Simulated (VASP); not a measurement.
Input of a VASP 6.6.1 run:

File INCAR:

```
SYSTEM = HfN
PREC = Accurate
ENCUT = 600
EDIFF = 1E-6
ISMEAR = 0
SIGMA = 0.15
LREAL = .FALSE.
LASPH = .TRUE.
NELM = 120
ALGO = Normal
ISIF = 2
LWAVE = .FALSE.
LCHARG = .FALSE.
GGA = PS
NBANDS = 14
GGA_COMPAT = .FALSE.
```

File KPOINTS:

```
regular mesh
0
G
  22 22 22
  0 0 0
```

The input POSCAR:

```
HfN
1.0
    0.0000000000      2.1382369700      2.3633145458
    2.1382369700      0.0000000000      2.3633145458
    2.1382369700      2.1382369700      0.0000000000
Hf N
1 1
Direct
    0.0000000000      0.0000000000      0.0000000000
    0.5000000000      0.5000000000      0.5000000000
```

Potentials or basis: VASP PAW PBE potentials, release 64 (Hf_pv, N).

Command:

```bash
$ cat potpaw_PBE.64/Hf_pv/POTCAR potpaw_PBE.64/N/POTCAR > POTCAR
$ mpirun -np 1 vasp_std > vasp.out
```

Task: Predict the band gap on the k mesh.

Result: Zero (an odd number of electrons rules out a gap without spin polarisation).

Task: Estimate the pressure.

Result: 22.2 GPa.

Stress tensor (GPa, compression positive):
```
 41.94   0.00   0.00
  0.00  41.94   0.00
  0.00   0.00 -17.15
```

Caveat: the cell differs from its parent crystal (strain -0.050 along x and y, +0.050 along z); the stress differs along the axes, from -17 to 42 GPa; the PAW data sets were made with another functional, which shifts forces and pressure a little; spin-orbit coupling is left out, which moves the levels of the heavy elements.
